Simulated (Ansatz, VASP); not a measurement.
# K in VASP and in Ansatz

Contents of INCAR:

```
PREC = Accurate
ENCUT = 520
EDIFF = 1E-7
ISMEAR = -1
SIGMA = 0.1
LREAL = False
LASPH = True
NELM = 60
ALGO = Normal
ISIF = 2
LWAVE = False
LCHARG = False
GGA = PS
NBANDS = 26
```

The input KPOINTS:

```
regular mesh
0
Gamma
  9 9 3
```

File POSCAR:

```
K
1.0
    4.5273419546      0.0000000000      0.0000000000
   -2.2636709773      3.9207931443      0.0000000000
    0.0000000000      0.0000000000     14.7862988236
K
4
Direct
    0.0000000000      0.0000000000      0.0000000000
    0.0000000000      0.0000000000      0.5000000000
    0.3333333333      0.6666666667      0.2500000000
    0.6666666667      0.3333333333      0.7500000000
```

Input for Ansatz:

```yaml
crystal:
  lattice:
    - [4.5273419546, 0.0, 0.0]
    - [-2.2636709773, 3.9207931443, 0.0]
    - [0.0, 0.0, 14.7862988236]
  atoms:
    - { symbol: K, position: [0.0, 0.0, 0.0] }
    - { symbol: K, position: [0.0, 0.0, 0.5] }
    - { symbol: K, position: [0.3333333333, 0.6666666667, 0.25] }
    - { symbol: K, position: [0.6666666667, 0.3333333333, 0.75] }
hamiltonian:
  xc: pbesol
  pseudopotentials:
    kind: paw
    azcp:
      K: "pseudopotentials/K.paw.azcp"
basis:
  ecutwfc: 420
  fft_grid_basis: typed
kpoints:
  mp_grid: { grid: [9, 9, 3], shift: [0, 0, 0] }
magnetization:
  spin_polarized: false
scf:
  occupations: { method: fermi_dirac, width: 0.1 }
  lower_state_search: "off"
output:
  stress: true
```

Alike in both runs: task single point; functional PBEsol; k mesh 9 × 9 × 3; occupations fermi-dirac, width 0.1 eV; no spin polarisation.

|  | VASP | Ansatz |
| --- | --- | --- |
| version | VASP 6.6.1 | Ansatz 0.2.0 |
| potentials or method | VASP PAW PBE potentials, release 64 (K_sv), cutoff 520 eV | plane waves (420 eV) with PAW, scalar-relativistic |
| valence electrons in the cell | 36 | 36 |

VASP gave:

| Item | Value |
| --- | --- |
| pressure (GPa) | 0.3 |

Problem. Which values does Ansatz return?

Solution. Pressure (GPa): 0.4.

VASP's potentials were made for PBE, not for PBEsol, and Ansatz warns of the same on its side.
